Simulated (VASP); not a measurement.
# InAs (Fm-3m) in VASP: settings compared, part 2 of 2

VASP 6.6.1.

## Step 3: Vibrations by perturbation theory, PBE

Contents of INCAR:

```
ALGO = Normal ; EDIFF = 1E-8
ENCUT = 520 ; GGA = PE
IBRION = 8 ; ISIF = 2
ISMEAR = -1 ; LASPH = T
LCHARG = F ; LREAL = F
LWAVE = F ; NBANDS = 16
NELM = 80 ; NSW = 1
PREC = Accurate ; SIGMA = 0.05
```

Contents of KPOINTS:

```
k-points
0
Gamma
  6 6 6
```

Contents of POSCAR:

```
InAs
1.0
    0.0000000000      2.8773040000      2.8773040000
    2.8773040000      0.0000000000      2.8773040000
    2.8773040000      2.8773040000      0.0000000000
In As
1 1
Direct
    0.5000000000      0.5000000000      0.5000000000
    0.0000000000      0.0000000000      0.0000000000
```

Potentials or basis: VASP PAW PBE potentials, release 64 (In_d, As).

On the command line:

```sh
> cat potpaw_PBE.64/In_d/POTCAR potpaw_PBE.64/As/POTCAR > POTCAR
> mpirun -np 1 vasp_std > vasp.out
```

OUTCAR:

```text
EDIFF = 1E-8
   ENCUT = 520
   GGA = PE
   IBRION = 8
   ISIF = 2
   ISMEAR = -1
   LASPH = T
   LREAL = F
   NELM = 80
   NSW = 1
   PREC = Accurate

 ion  position               nearest neighbor table
   1  0.500  0.500  0.500-   2 2.88   2 2.88   2 2.88   2 2.88   2 2.88   2 2.88
   2  0.000  0.000  0.000-   1 2.88   1 2.88   1 2.88   1 2.88   1 2.88   1 2.88

  LATTYP: Found a face centered cubic cell.
 ALAT       =     5.7546080000

  Lattice vectors:

 A1 = (   0.0000000000,   2.8773040000,   2.8773040000)
[... 546 lines left out ...]
               1X          1Y          1Z          2X          2Y          2Z
  1X    -2.160075    0.000000    0.000000    2.160075    0.000000    0.000000
  1Y     0.000000   -2.160075    0.000000    0.000000    2.160075    0.000000
  1Z     0.000000    0.000000   -2.160075    0.000000    0.000000    2.160075
  2X     2.134564    0.000000    0.000000   -2.134564    0.000000    0.000000
  2Y     0.000000    2.134564    0.000000    0.000000   -2.134564    0.000000
  2Z     0.000000    0.000000    2.134564    0.000000    0.000000   -2.134564

 Eigenvectors and eigenvalues of the dynamical matrix
 ----------------------------------------------------

   1 f  =    3.400148 THz    21.363758 2PiTHz  113.416720 cm-1    14.061875 meV
             X         Y         Z           dx          dy          dz
      2.877304  2.877304  2.877304     0.000000    0.630640    0.000000
      0.000000  0.000000  0.000000     0.000000   -0.776076    0.000000
[... 21 lines left out ...]
   6 f/i=    0.009885 THz     0.062110 2PiTHz    0.329732 cm-1     0.040882 meV
             X         Y         Z           dx          dy          dz
      2.877304  2.877304  2.877304     0.000000    0.000000    0.776076
      0.000000  0.000000  0.000000     0.000000    0.000000    0.630640

--------------------------------------------------------------------------------------------------------

 ELASTIC MODULI CONTR FROM IONIC RELAXATION (kBar)
 Direction    XX          YY          ZZ          XY          YZ          ZX
 --------------------------------------------------------------------------------
 XX           0.0000      0.0000      0.0000      0.0000      0.0000      0.0000
 YY           0.0000      0.0000      0.0000      0.0000      0.0000      0.0000
 ZZ           0.0000      0.0000      0.0000      0.0000      0.0000      0.0000
 XY           0.0000      0.0000      0.0000      0.0000      0.0000      0.0000
 YZ           0.0000      0.0000      0.0000      0.0000      0.0000      0.0000
 ZX           0.0000      0.0000      0.0000      0.0000      0.0000      0.0000
 --------------------------------------------------------------------------------
```

OSZICAR:

```text
N       E                     dE             d eps       ncg     rms          rms(c)
DAV:   1     0.102582734747E+03    0.10258E+03   -0.89229E+03   512   0.130E+03
DAV:   2    -0.134985644084E+01   -0.10393E+03   -0.10029E+03   552   0.301E+02
[... 44 lines left out ...]
RMM:   6    -0.436048143689E-01   -0.18663E-04   -0.15289E-06  1775   0.820E-03    0.167E-03
RMM:   7    -0.436018701234E-01    0.29442E-05   -0.13673E-07  1879   0.224E-03    0.119E-03
RMM:   8    -0.436005282079E-01    0.13419E-05   -0.24361E-08  1741   0.668E-04    0.152E-04
RMM:   9    -0.436012310786E-01   -0.70287E-06    0.41061E-08  1925   0.254E-04    0.145E-04
RMM:  10    -0.436011602921E-01    0.70786E-07   -0.27101E-08  1880   0.937E-05    0.691E-05
RMM:  11    -0.436011471802E-01    0.13112E-07   -0.36117E-08  1931   0.322E-05    0.416E-05
RMM:  12    -0.436011484378E-01   -0.12576E-08   -0.16598E-09  1821   0.129E-05    0.382E-06
 Linear response finished
```

It took 70 s on 1 thread of Intel Xeon 6975P-C (Granite Rapids), shared host; peak memory 0.22 GiB.

Results:

```
Highest phonon frequency at Γ, LO-TO splitting left out : 113 cm⁻¹
```

Phonon frequencies in cm⁻¹ (negative: imaginary):
| q point | frequencies |
| --- | --- |
| (0.000, 0.000, 0.000) | 0 0 0 113 113 113 |

Caveat: spin-orbit coupling is left out, which moves the levels of the heavy elements.

## Step 4: Vibrations by perturbation theory, PBEsol

Contents of INCAR:

```
SYSTEM = InAs
ALGO = Normal
EDIFF = 1E-8
ENCUT = 520
GGA = PS
IBRION = 8
ISIF = 2
ISMEAR = -1
LASPH = .TRUE.
LCHARG = .FALSE.
LREAL = .FALSE.
LWAVE = .FALSE.
NBANDS = 16
NELM = 60
NSW = 1
PREC = Accurate
SIGMA = 0.05
```

Contents of KPOINTS:

```
k-points
0
G
  6 6 6
  0 0 0
```

POSCAR is that of step 3.

Potentials or basis: VASP PAW PBE potentials, release 64 (In_d, As).

On the command line:

```sh
> cat potpaw_PBE.64/In_d/POTCAR potpaw_PBE.64/As/POTCAR > POTCAR
> mpirun -np 1 vasp_std > vasp.out
```

OUTCAR:

```text
SYSTEM = InAs
   EDIFF = 1E-8
   ENCUT = 520
   GGA = PS
   IBRION = 8
   ISIF = 2
   ISMEAR = -1
   LASPH = .TRUE.
   LREAL = .FALSE.
   NELM = 60
   NSW = 1
   PREC = Accurate

 ion  position               nearest neighbor table
   1  0.500  0.500  0.500-   2 2.88   2 2.88   2 2.88   2 2.88   2 2.88   2 2.88
   2  0.000  0.000  0.000-   1 2.88   1 2.88   1 2.88   1 2.88   1 2.88   1 2.88

  LATTYP: Found a face centered cubic cell.
[... 551 lines left out ...]
               1X          1Y          1Z          2X          2Y          2Z
  1X    -1.944225    0.000000    0.000000    1.944225    0.000000    0.000000
  1Y     0.000000   -1.944225    0.000000    0.000000    1.944225    0.000000
  1Z     0.000000    0.000000   -1.944225    0.000000    0.000000    1.944225
  2X     1.918222    0.000000    0.000000   -1.918222    0.000000    0.000000
  2Y     0.000000    1.918222    0.000000    0.000000   -1.918222    0.000000
  2Z     0.000000    0.000000    1.918222    0.000000    0.000000   -1.918222

 Eigenvectors and eigenvalues of the dynamical matrix
 ----------------------------------------------------

   1 f  =    3.224260 THz    20.258621 2PiTHz  107.549726 cm-1    13.334461 meV
             X         Y         Z           dx          dy          dz
      2.877304  2.877304  2.877304     0.000000    0.630941    0.000000
      0.000000  0.000000  0.000000     0.000000   -0.775831    0.000000
[... 21 lines left out ...]
   6 f/i=    0.010626 THz     0.066764 2PiTHz    0.354441 cm-1     0.043945 meV
             X         Y         Z           dx          dy          dz
      2.877304  2.877304  2.877304     0.000000    0.000000    0.775831
      0.000000  0.000000  0.000000     0.000000    0.000000    0.630941

--------------------------------------------------------------------------------------------------------

 ELASTIC MODULI CONTR FROM IONIC RELAXATION (kBar)
 Direction    XX          YY          ZZ          XY          YZ          ZX
 --------------------------------------------------------------------------------
 XX           0.0000      0.0000      0.0000      0.0000      0.0000      0.0000
 YY           0.0000      0.0000      0.0000      0.0000      0.0000      0.0000
 ZZ           0.0000      0.0000      0.0000      0.0000      0.0000      0.0000
 XY           0.0000      0.0000      0.0000      0.0000      0.0000      0.0000
 YZ           0.0000      0.0000      0.0000      0.0000      0.0000      0.0000
 ZX           0.0000      0.0000      0.0000      0.0000      0.0000      0.0000
 --------------------------------------------------------------------------------
```

OSZICAR:

```text
N       E                     dE             d eps       ncg     rms          rms(c)
DAV:   1     0.101528157781E+03    0.10153E+03   -0.89072E+03   512   0.130E+03
DAV:   2    -0.221414255310E+01   -0.10374E+03   -0.10005E+03   544   0.300E+02
DAV:   3    -0.826924685168E+01   -0.60551E+01   -0.60157E+01   696   0.695E+01
DAV:   4    -0.839140863362E+01   -0.12216E+00   -0.12213E+00   568   0.102E+01
[... 43 lines left out ...]
RMM:   9    -0.433835147713E-01   -0.12630E-06   -0.74866E-08  1832   0.255E-04    0.104E-04
RMM:  10    -0.433834904688E-01    0.24303E-07   -0.28097E-08  1953   0.863E-05    0.602E-05
RMM:  11    -0.433834609896E-01    0.29479E-07   -0.40940E-08  1936   0.286E-05    0.149E-05
RMM:  12    -0.433834844101E-01   -0.23420E-07    0.15218E-08  1825   0.117E-05    0.867E-06
RMM:  13    -0.433834840397E-01    0.37042E-09   -0.29816E-09  1430   0.511E-06    0.198E-06
 Linear response finished
```

Wall time 59 s (1 thread of Intel Xeon 6975P-C (Granite Rapids), shared host); peak memory 0.22 GiB.

What came out:

```yaml
Highest_phonon_frequency_at_Γ_LO-TO_splitting_left_out: 108 cm⁻¹
```

Phonon frequencies in cm⁻¹ (negative: imaginary):
```tsv
q point	frequencies
(0.000, 0.000, 0.000)	0 0 0 108 108 108
```

Caveat: the cell wasn't relaxed at this level first, which shifts response properties; spin-orbit coupling is left out, which moves the levels of the heavy elements.
